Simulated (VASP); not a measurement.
Here is a VASP 6.6.1 calculation.

The input INCAR:

```
PREC = Accurate ; ENCUT = 520
EDIFF = 1E-6 ; ISMEAR = 0
SIGMA = 0.05 ; LREAL = False
LASPH = True ; NELM = 100
ALGO = Normal ; ISIF = 2
LWAVE = False ; LCHARG = False
GGA = PE ; NBANDS = 26
```

Contents of KPOINTS:

```
regular mesh
0
Gamma
  12 12 4
```

Contents of POSCAR:

```
ZnS
1.0
    3.8454929889      0.0000000000      0.0000000000
   -1.9227464944      3.3302946184      0.0000000000
    0.0000000000      0.0000000000      6.3053333047
Zn S
2 2
Direct
    0.3391620754      0.6507422472      0.0052197899
    0.6724954087      0.3174089138      0.5052197899
    0.3333333333      0.6666666667      0.3797802101
    0.6666666667      0.3333333333      0.8797802101
```

Potentials or basis: VASP PAW PBE potentials, release 64 (Zn, S).

Command:

```sh
$ cat potpaw_PBE.64/Zn/POTCAR potpaw_PBE.64/S/POTCAR > POTCAR
$ mpirun -np 1 vasp_std > vasp.out
```

Question: Predict the pressure.

Answer: 0.3 GPa.

Question: What does it give for the largest force?

Answer: 0.456 eV/Å.

Question: Estimate the band gap on the k mesh.

Answer: 2.07 eV.

Stress tensor (GPa, compression positive):
```
 0.40 -0.12 -0.67
-0.12  0.40  0.67
-0.67  0.67  0.19
```

Caveat: the cell differs from its parent crystal (all Zn atoms moved +0.075 Å, as atom 1 along Cartesian [1 -1 0]). A k mesh can miss the band edges.
